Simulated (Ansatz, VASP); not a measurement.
**One calculation of TiCo3, two programs**

The input POSCAR:

```
TiCo3
1.0
    3.6140000000      0.0000000000      0.0000000000
    0.0000000000      3.6140000000      0.0000000000
    0.0000000000      0.0000000000      3.6140000000
Ti Co
1 3
Direct
    0.0000000000      0.0000000000      0.0000000000
    0.0000000000      0.5000000000      0.5000000000
    0.5000000000      0.0000000000      0.5000000000
    0.5000000000      0.5000000000      0.0000000000
```

Contents of INCAR.step1:

```
SYSTEM = TiCo3
PREC = Accurate ; ENCUT = 520
ISMEAR = 0 ; SIGMA = 0.01
LREAL = .FALSE. ; LASPH = .TRUE.
NELM = 150 ; ISPIN = 2
MAGMOM = -0.74 1.48 1.48 1.48 ; LMAXMIX = 4
NBANDS = 32 ; GGA = PE
ALGO = Normal ; EDIFF = 1E-4
LWAVE = .TRUE. ; LCHARG = .FALSE.
```

Contents of INCAR.step2:

```
SYSTEM = TiCo3
PREC = Accurate ; ENCUT = 520
EDIFF = 1E-7 ; ISMEAR = 0
SIGMA = 0.01 ; LREAL = .FALSE.
LASPH = .TRUE. ; NELM = 150
ALGO = Normal ; ISIF = 2
LWAVE = .FALSE. ; LCHARG = .TRUE.
ISPIN = 2 ; MAGMOM = -0.74 1.48 1.48 1.48
LORBIT = 11 ; LMAXMIX = 4
METAGGA = R2SCAN ; LMIXTAU = .TRUE.
LELF = .TRUE. ; LVHAR = .TRUE.
NBANDS = 32 ; ISTART = 1
```

KPOINTS

```
Automatic mesh
0
G
  6 6 6
  0 0 0
```

Input for Ansatz:

```yaml
crystal:
  lattice:
    - [3.614, 0.0, 0.0]
    - [0.0, 3.614, 0.0]
    - [0.0, 0.0, 3.614]
  atoms:
    - { symbol: Ti, position: [0.0, 0.0, 0.0], spin: -0.74 }
    - { symbol: Co, position: [0.0, 0.5, 0.5], spin: 1.48 }
    - { symbol: Co, position: [0.5, 0.0, 0.5], spin: 1.48 }
    - { symbol: Co, position: [0.5, 0.5, 0.0], spin: 1.48 }
basis:
  ecutwfc: 500
kpoints:
  mp_grid: { grid: [6, 6, 6] }
hamiltonian:
  xc: r2scan
scf:
  occupations: { method: gaussian, width: 0.01 }
output:
  forces: true
  stress: true
  eigenvalues: true
  populations: true
magnetization:
  spin_polarized: true
```

Alike in both runs: task single point; functional r2SCAN; k mesh 6 × 6 × 6; occupations gaussian, width 0.01 eV; collinear spin.

|  | VASP | Ansatz |
| --- | --- | --- |
| version | VASP 6.6.1 | Ansatz 0.2.0 |
| potentials or method | VASP PAW PBE potentials, release 64 (Ti_sv, Co), cutoff 520 eV | scalar-relativistic, plane waves, PAW |
| valence electrons in the cell | 39 | 63 |

Ansatz gave:

* gap on the k mesh at the Fermi level (eV): none
* pressure (GPa): -4.7
* net moment per atom (μB): 0.69
* size of the moment on the site where the two differ most (μB): 0.69

Question: Which values does VASP return?

Answer: gap on the k mesh at the Fermi level (eV): none; pressure (GPa): -4.3; net moment per atom (μB): 0.69; size of the moment on the site where the two differ most (μB): 0.76.

VASP's potentials were made for PBE, not for r2SCAN. Site moments also hang on the region over which each program counts them. A gap of «none» marks a metal or a gap that the smearing closes. VASP's potentials hold 39 valence electrons a cell and Ansatz's 63, so a difference there can come from the potentials and not from the codes. Ansatz's warnings: stability check not made.
